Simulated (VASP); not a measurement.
**ZnCu2SnS4: single point with PBEsol+D3(BJ)**

ZnCu2SnS4:

```
Sn Zn Cu S
1.0
    -2.69849    2.69849    5.39559
     2.69849   -2.69849    5.39559
     2.69849    2.69849   -5.39559
Sn Zn Cu S
1 1 2 4
Direct
  0.50000 0.50000 0.00000
  0.00000 0.00000 0.00000
  0.75000 0.25000 0.50000
  0.25000 0.75000 0.50000
  0.10878 0.10878 0.48407
  0.62470 0.62470 0.51593
  0.37530 0.89122 0.00000
  0.89122 0.37530 0.00000
```

| Property | Result |
| --- | --- |
| Program | VASP 6.6.1 |
| Task | single point |
| Functional | PBEsol |
| Dispersion | D3(BJ) |
| Potentials or basis | VASP PAW PBE potentials, release 64 (Sn_d, Zn, Cu, S) |
| Cutoff | 520 eV |
| k mesh | 7 × 7 × 7 |
| Occupations | fermi-dirac, width 0.05 eV |
| Spin | no spin polarisation |

* Pressure: -3.0 GPa
* Largest force: 0.164 eV/Å
* Band gap on the k mesh: 0.04 eV
* Dispersion energy per atom: -0.296 eV

Forces in eV/Å, atoms in the order of the input:
```
Sn   0.000  0.000  0.000
Zn   0.000  0.000  0.000
Cu   0.000  0.000  0.000
Cu   0.000  0.000  0.000
S   -0.047 -0.047 -0.150
S    0.047  0.047 -0.150
S    0.047 -0.047  0.150
S   -0.047  0.047  0.150
```

Stress tensor (GPa, compression positive):
```
-3.11  0.00  0.00
 0.00 -3.11  0.00
 0.00  0.00 -2.92
```

Levels at points of the mesh, in eV from the valence-band top:
```tsv
k point	band 32	band 33	band 34	band 35	band 36	band 37	band 38	band 39	band 40	band 41
(0.00, 0.00, 0.00)	-1.78	-1.69	-0.15	0.00	0.00	0.04	1.80	3.03	3.57	3.57
```

Wall time 4.2 min on 1 thread of Intel(R) Xeon(R) 6975P-C (Granite Rapids) (shared host), peak memory 0.53 GiB.

Caveat: three body term missing; the cell stands under tension; the smearing spreads over this small gap; semilocal functionals underestimate gaps, and a narrow one can read as zero; the PAW data sets were made with another functional, which shifts forces and pressure a little; spin-orbit coupling is left out, which moves the levels of the heavy elements.
